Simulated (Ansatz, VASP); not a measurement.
## Two plane-wave programs on Al

File INCAR:

```
SYSTEM = Al
PREC = Accurate ; ENCUT = 500
EDIFF = 1E-6 ; ISMEAR = 0
SIGMA = 0.1 ; LREAL = .FALSE.
LASPH = .TRUE. ; NELM = 120
ALGO = Normal ; ISIF = 2
LWAVE = .FALSE. ; LCHARG = .TRUE.
GGA = PE ; LELF = .TRUE.
LVHAR = .TRUE. ; NBANDS = 8
GGA_COMPAT = .FALSE.
```

Contents of KPOINTS:

```
Automatic mesh
0
G
  4 4 4
  0 0 0
```

Contents of POSCAR:

```
Al
1.0
    0.0000000000      2.0194648466      2.0194648466
    2.0194648466      0.0000000000      2.0194648466
    2.0194648466      2.0194648466      0.0000000000
Al
1
Direct
    0.0000000000      0.0000000000      0.0000000000
```

Input for Ansatz:

```yaml
crystal:
  lattice:
    - [0.0, 2.0194648466, 2.0194648466]
    - [2.0194648466, 0.0, 2.0194648466]
    - [2.0194648466, 2.0194648466, 0.0]
  atoms:
    - { symbol: Al, position: [0.0, 0.0, 0.0] }
basis:
  ecutwfc: 420
kpoints:
  mp_grid: { grid: [4, 4, 4] }
hamiltonian:
  xc: pbe
scf:
  occupations: { method: gaussian, width: 0.1 }
output:
  forces: true
  stress: true
  eigenvalues: false
```

Alike in both runs: task single point; functional PBE; k mesh 4 × 4 × 4; occupations gaussian, width 0.1 eV; no spin polarisation.

|  | VASP | Ansatz |
| --- | --- | --- |
| version | VASP 6.6.1 | Ansatz 0.2.0 |
| potentials or method | VASP PAW PBE potentials, release 64 (Al), cutoff 500 eV | scalar-relativistic, plane waves, PAW |
| valence electrons in the cell | 3 | 3 |

|  | VASP | Ansatz | Ansatz less VASP |
| --- | --- | --- | --- |
| pressure (GPa) | 0.9 | 0.9 | +0.04 |

The k mesh is coarse, so the values compare programs but aren't converged.
